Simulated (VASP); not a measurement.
# Ge (Fd-3m) in VASP: further runs, part 2 of 2

VASP 6.6.1. Earlier steps stand in the parts before.

### Step 4. Single point, PBEsol+D4

This run uses another cell than the first one, of 23.09 Å³/atom, 1.020 times its volume.

Input file INCAR:

```
  PREC = Accurate
  ENCUT = 520
  EDIFF = 1E-7
  ISMEAR = -1
  SIGMA = 0.05
  LREAL = False
  LASPH = True
  NELM = 60
  ALGO = Normal
  ISIF = 2
  LWAVE = False
  LCHARG = False
  GGA = PS
  IVDW = 13
  NBANDS = 21
```

Input file KPOINTS:

```
regular mesh
0
Gamma
  8 8 8
```

Input file POSCAR:

```
Ge
1.0
    0.0000000000      2.8476450493      2.8476450493
    2.8476450493      0.0000000000      2.8476450493
    2.8476450493      2.8476450493      0.0000000000
Ge
2
Direct
    0.7500000000      0.7500000000      0.7500000000
    0.5000000000      0.5000000000      0.5000000000
```

Potentials or basis: VASP PAW PBE potentials, release 64 (Ge_d).

The run is started by

```console
$ cat potpaw_PBE.64/Ge_d/POTCAR > POTCAR
$ mpirun -np 1 vasp_std > vasp.out
```

OUTCAR:

```text
PREC = Accurate
   ENCUT = 520
   EDIFF = 1E-7
   ISMEAR = -1
   LREAL = False
   LASPH = True
   NELM = 60
   ISIF = 2
   GGA = PS
   IVDW = 13

 ion  position               nearest neighbor table
   1  0.750  0.750  0.750-   2 2.47   2 2.47   2 2.47   2 2.47
   2  0.500  0.500  0.500-   1 2.47   1 2.47   1 2.47   1 2.47

  LATTYP: Found a face centered cubic cell.
 ALAT       =     5.6952900986

  Lattice vectors:

 A1 = (   0.0000000000,   2.8476450493,   2.8476450493)
 A2 = (   2.8476450493,   0.0000000000,   2.8476450493)
 A3 = (   2.8476450493,   2.8476450493,   0.0000000000)

Analysis of symmetry for initial positions (statically):
=====================================================================
 Subroutine PRICEL returns:
 Original cell was already a primitive cell.

 Routine SETGRP: Setting up the symmetry group for a
 face centered cubic supercell.

 Subroutine GETGRP returns: Found 48 space group operations
 (whereof 24 operations were pure point group operations)
 out of a pool of 48 trial point group operations.

The static configuration has the point symmetry T_d .
 The point group associated with its full space group is O_h .

Analysis of symmetry for dynamics (positions and initial velocities):
=====================================================================
 Subroutine PRICEL returns:
 Original cell was already a primitive cell.

 Routine SETGRP: Setting up the symmetry group for a
 face centered cubic supercell.

 Subroutine GETGRP returns: Found 48 space group operations
 (whereof 24 operations were pure point group operations)
 out of a pool of 48 trial point group operations.

The dynamic configuration has the point symmetry T_d .
 The point group associated with its full space group is O_h .

 Subroutine INISYM returns: Found 48 space group operations
 (whereof 24 operations are pure point group operations),
 and found     1 'primitive' translations

----------------------------------------------------------------------------------------

                                     Primitive cell

  volume of cell :      46.1836

  direct lattice vectors                    reciprocal lattice vectors
     0.000000000  2.847645049  2.847645049    -0.175583681  0.175583681  0.175583681
     2.847645049  0.000000000  2.847645049     0.175583681 -0.175583681  0.175583681
     2.847645049  2.847645049  0.000000000     0.175583681  0.175583681 -0.175583681

  length of vectors
     4.027178250  4.027178250  4.027178250     0.304119857  0.304119857  0.304119857

  position of ions in fractional coordinates (direct lattice)
     0.750000000  0.750000000  0.750000000
     0.500000000  0.500000000  0.500000000

  ion indices of the primitive-cell ions
   primitive index   ion index
                 1           1
                 2           2

----------------------------------------------------------------------------------------

 KPOINTS: regular mesh

Automatic generation of k-mesh.
 Grid dimensions read from file:
 generate k-points for:    8    8    8

 Generating k-lattice:

  Cartesian coordinates                     Fractional coordinates (reciprocal lattice)
    -0.021947960  0.021947960  0.021947960     0.125000000  0.000000000  0.000000000
     0.021947960 -0.021947960  0.021947960     0.000000000  0.125000000  0.000000000
     0.021947960  0.021947960 -0.021947960     0.000000000  0.000000000  0.125000000

  Length of vectors
     0.038014982  0.038014982  0.038014982

  Shift w.r.t. Gamma in fractional coordinates (k-lattice)
     0.000000000  0.000000000  0.000000000

 Subroutine IBZKPT returns following result:
 ===========================================

 Found     29 irreducible k-points:

 Following reciprocal coordinates:
            Coordinates               Weight
  0.000000  0.000000  0.000000      1.000000
  0.125000  0.000000  0.000000      8.000000
  0.250000  0.000000  0.000000      8.000000
  0.375000  0.000000  0.000000      8.000000
  0.500000  0.000000  0.000000      4.000000
  0.125000  0.125000  0.000000      6.000000
[... 16 lines left out ...]
  0.500000  0.250000  0.125000     48.000000
 -0.375000  0.250000  0.125000     24.000000
 [... further k-points ...]
   k-points           NKPTS =     29   k-points in BZ     NKDIM =     29   number of bands    NBANDS=     21
   number of dos      NEDOS =    301   number of ions     NIONS =      2
   total plane-waves  NPLWV =  27000
   dimension x,y,z NGX =    30 NGY =   30 NGZ =   30
   dimension x,y,z NGXF=    60 NGYF=   60 NGZF=   60
   ions per type =               2
   NGX,Y,Z   is equivalent  to a cutoff of  12.38, 12.38, 12.38 a.u.
   NGXF,Y,Z  is equivalent  to a cutoff of  24.77, 24.77, 24.77 a.u.
 SYSTEM =  unknown system
   PREC   = accura    normal or accurate (medium, high low for compatibility)
   ISTART =      0    job   : 0-new  1-cont  2-samecut
   ICHARG =      2    charge: 1-file 2-atom 10-const
   ISPIN  =      1    spin polarized calculation?
   LNONCOLLINEAR =      F non collinear calculations
   LSORBIT =      F    spin-orbit coupling
   LASPH  =      T    aspherical Exc in radial PAW
   ENCUT  =  520.0 eV  38.22 Ry    6.18 a.u.   7.49  7.49  7.49*2*pi/ulx,y,z
   NELM   =     60;   NELMIN=  2; NELMDL= -5     # of ELM steps
   EDIFF  = 0.1E-06   stopping-criterion for ELM
   LREAL  =      F    real-space projection
   EDIFFG = 0.1E-05   stopping-criterion for IOM
   NSW    =      0    number of steps for IOM
   IBRION =     -1    ionic relax: 0-MD 1-quasi-New 2-CG
   NFREE  =      0    steps in history (QN), initial steepest desc. (CG)
   ISIF   =      2    stress and relaxation
   ISYM   =      2    0-nonsym 1-usesym 2-fastsym
   POTIM  = 0.5000    time-step for ionic-motion
   TEBEG  =    0.0;   TEEND  =   0.0 temperature during run
   PSTRESS=    0.0 pullay stress
   NELECT =      28.0000    total number of electrons
   NUPDOWN=      -1.0000    fix difference up-down
   EMIN   =  10.00;   EMAX   =-10.00  energy-range for DOS
   EFERMI =   0.00;   METHOD = LEGACY
   ISMEAR =    -1;   SIGMA  =   0.05  broadening in eV -4-tet -1-fermi 0-gaus
   EFERMI_NEDOS =   21; number of points for ismear=-14 and -15
   IALGO  =     38    algorithm
   IMIX   =      4    mixing-type and parameters
     AMIX     =   0.40;   BMIX     =  1.00
     AMIX_MAG =   1.60;   BMIX_MAG =  1.00
  volume/ion in A,a.u.               =      23.09       155.83
  Fermi-wavevector in a.u.,A,eV,Ry     =   1.385580  2.618367 26.120905  1.919832
  Thomas-Fermi vector in A             =   2.509977
   LORBIT       =      0    0 simple, 1 ext, 2 COOP (PROOUT), +10 PAW based schemes
   GGA     = PS    functional components
   LHFCALC =     F    Hartree Fock is set to
   AEXX    =    0.0000 exact exchange contribution
   IVDW    =    13    specifies the selected vdW correction
   LEPSILON=     F    determine dielectric tensor
   LRPA    =     F    only Hartree local field effects (RPA)
 non-spin polarized calculation
  energy-cutoff  :      520.00
  volume of cell :       46.18
 maximum number of plane-waves:      1265
 NGX is ok and might be reduce to    30
   NGX = 15   NGY = 15   NGZ = 15

 number of electron      28.0000006 magnetization

 Free energy of the ion-electron system (eV)
  ---------------------------------------------------
  ext. energy  EPLUGINS =         0.00000000
  ---------------------------------------------------
  free energy    TOTEN  =        -9.86255527 eV

  energy without entropy =       -9.86158637  energy(sigma->0) =       -9.86207082

 E-fermi :   4.6569     XC(G=0): -10.0337

 val. band max:        4.4877276130   @ k =   0.0000   0.0000   0.0000
 cond. band min:       4.6729019581   @ k =   0.0000   0.0000   0.0000
 fundamental gap:      0.1851743451
 Fermi energy:         4.6568876493

 k-point     1 :       0.0000    0.0000    0.0000
  band No.  band energies     occupation
      1     -20.0624      2.00000
      2     -20.0624      2.00000
      3     -20.0624      2.00000
      4     -20.0274      2.00000
      5     -20.0274      2.00000
      6     -19.8258      2.00000
[... 13 lines left out ...]
     20      14.0982      0.00000
     21      14.0982      0.00000
[... 529 lines left out ...]
 k-point    24 :      -0.3750    0.2500    0.1250
  band No.  band energies     occupation
      1     -20.1061      2.00000
      2     -20.0949      2.00000
      3     -20.0159      2.00000
      4     -19.9680      2.00000
      5     -19.9550      2.00000
      6     -19.9027      2.00000
[... 13 lines left out ...]
     20      15.4423      0.00000
     21      15.9528      0.00000

 [... further k-points ...]

------------------------ aborting loop because EDIFF is reached ----------------------------------------

  DFT-D4 for vdW energy calculation

  Edisp (eV):   -0.36657

  FORCE on cell =-STRESS in cart. coord.  units (eV):
  Direction    XX          YY          ZZ          XY          YZ          ZX
  --------------------------------------------------------------------------------------
  -------------------------------------------------------------------------------------
  Total      -0.55130    -0.55130    -0.55130    -0.00000     0.00000    -0.00000
  in kB     -19.12559   -19.12559   -19.12559    -0.00000     0.00000    -0.00000
  external pressure =      -19.13 kB  Pullay stress =        0.00 kB

 VOLUME and BASIS-vectors are now :
 -----------------------------------------------------------------------------
  energy-cutoff  :      520.00
  volume of cell :       46.18
      direct lattice vectors                 reciprocal lattice vectors
     0.000000000  2.847645049  2.847645049    -0.175583681  0.175583681  0.175583681
     2.847645049  0.000000000  2.847645049     0.175583681 -0.175583681  0.175583681
     2.847645049  2.847645049  0.000000000     0.175583681  0.175583681 -0.175583681

 POSITION                                       TOTAL-FORCE (eV/Angst)
 -----------------------------------------------------------------------------------
      4.27147      4.27147      4.27147        -0.000000      0.000000      0.000000
      2.84765      2.84765      2.84765         0.000000     -0.000000     -0.000000
 -----------------------------------------------------------------------------------
    total drift:                                0.000000     -0.000000     -0.000000

  FREE ENERGIE OF THE ION-ELECTRON SYSTEM (eV)
  ---------------------------------------------------
  free  energy   TOTEN  =       -10.2291211928 eV

  energy  without entropy=      -10.2281522926  energy(sigma->0) =      -10.22863674
```

OSZICAR:

```text
N       E                     dE             d eps       ncg     rms          rms(c)
DAV:   1     0.191907469364E+03    0.19191E+03   -0.14652E+04  1393   0.359E+03
DAV:   2     0.180063246546E+02   -0.17390E+03   -0.16781E+03  1228   0.633E+02
DAV:   3    -0.908166155720E+01   -0.27088E+02   -0.26919E+02  1428   0.143E+02
DAV:   4    -0.999224243007E+01   -0.91058E+00   -0.91017E+00  1393   0.310E+01
DAV:   5    -0.100072657738E+02   -0.15023E-01   -0.15023E-01  1383   0.441E+00    0.318E+00
DAV:   6    -0.990868823462E+01    0.98578E-01   -0.34626E-02  1637   0.228E+00    0.181E+00
DAV:   7    -0.986144490508E+01    0.47243E-01   -0.55850E-02  1310   0.241E+00    0.156E-01
DAV:   8    -0.986243051912E+01   -0.98561E-03   -0.66507E-03  1339   0.114E+00    0.502E-02
DAV:   9    -0.986253613752E+01   -0.10562E-03   -0.23015E-04  1425   0.217E-01    0.122E-02
DAV:  10    -0.986255469381E+01   -0.18556E-04   -0.23750E-05  1577   0.391E-02    0.540E-03
DAV:  11    -0.986255571524E+01   -0.10214E-05   -0.59634E-06  1665   0.406E-02    0.165E-03
DAV:  12    -0.986255529656E+01    0.41868E-06   -0.10196E-06  1627   0.199E-02    0.269E-04
DAV:  13    -0.986255527178E+01    0.24786E-07   -0.18034E-08   859   0.140E-03
   1 F= -.10229121E+02 E0= -.10228637E+02  d E =-.968900E-03
```

Run time: 23 s. Hardware: 1 thread of AMD EPYC 7R13 (Zen 3), shared host; peak memory 0.14 GiB.

What came out:

| Property | Result |
| --- | --- |
| Free energy | -10.2291 eV |
| Pressure | -1.9 GPa |
| Band gap on the k mesh | zero (filled and empty bands touch) |
| Dispersion energy per atom | -0.183 eV |

Levels at points of the mesh, in eV from the Fermi level:
| k point | band 10 | band 11 | band 12 | band 13 | band 14 | band 15 | band 16 | band 17 | band 18 | band 19 |
| --- | --- | --- | --- | --- | --- | --- | --- | --- | --- | --- |
| (0.00, 0.00, 0.00) | -24.47 | -12.63 | -0.17 | 0.02 | 0.02 | 0.02 | 2.54 | 2.54 | 2.54 | 6.19 |
| (0.50, 0.00, 0.00) | -24.44 | -10.58 | -7.52 | -1.36 | -1.36 | 0.08 | 3.72 | 3.72 | 6.97 | 10.32 |
| (0.50, 0.50, 0.00) | -24.43 | -8.81 | -8.81 | -3.00 | -3.00 | 0.71 | 0.71 | 9.34 | 9.34 | 11.33 |

Caveat: the PAW data sets were made with another functional, which shifts forces and pressure a little; pairwise dispersion overbinds metals, which lowers pressure and volume.

### Step 5. The runs side by side

| level | cell | gap on the mesh (eV) | pressure (GPa) |
| --- | --- | --- | --- |
| PBEsol+D4 | a = 4.001 Å, angles 60.0°, 2 atoms | none | -0.7 |
| SVWN5 | a = 4.001 Å, angles 60.0°, 2 atoms | none | -1.2 |
| PBEsol+D4 | a = 4.027 Å, angles 60.0°, 2 atoms | none | -1.9 |

Alike in all rows: task single point; potentials or basis VASP PAW PBE potentials, release 64 (Ge_d); no spin polarisation; k mesh 8 × 8 × 8; cutoff (eV) 520; smearing fermi-dirac 0.05 eV.

Caveats: the PAW data sets were made with another functional, which shifts forces and pressure a little; pairwise dispersion overbinds metals, which lowers pressure and volume (some runs).

Total energies depend on the potentials used, so only differences within one code and one set of settings carry meaning.

### Step 6. How close it comes

Step 2. A measured gap of Ge is 0.744 eV (indirect; 0 K; “Temperature-dependent photoluminescence in Ge: experiment and theory”, 2020, arxiv:2003.00143); the calculated 0.00 eV misses it by -0.74 eV. 3 values of this kind are on record (0.666 to 0.807 eV); this one was drawn at random among those near their median. Spin-orbit coupling on Ge is left out. The value is that of PBEsol+D4 on a finite k mesh, which can miss the band edges, without temperature or zero-point motion. Semilocal functionals fall short of measured gaps as a rule.

Step 3. A measured gap of Ge is 0.666 eV (indirect; 293 K; “Electronic and optical properties of SixGe1-x-ySny alloys lattice-matched to Ge”, 2021, arxiv:2109.02782); the calculated 0.00 eV misses it by -0.67 eV. 3 values of this kind are on record (0.666 to 0.807 eV); this one was drawn at random among those near their median. Spin-orbit coupling on Ge is left out. The value is that of SVWN5 on a finite k mesh, which can miss the band edges, without temperature or zero-point motion.

Step 4. Measured gap of Ge: 0.666 eV (indirect; 293 K; “Electronic and optical properties of SixGe1-x-ySny alloys lattice-matched to Ge”, 2021, arxiv:2109.02782). This calculation gives 0.00 eV (-0.67 eV). 3 values of this kind are on record (0.666 to 0.807 eV); this one was drawn at random among those near their median. Spin-orbit coupling on Ge is left out. The value is that of PBEsol+D4 on a finite k mesh, which can miss the band edges, without temperature or zero-point motion. Semilocal functionals fall short of measured gaps as a rule.
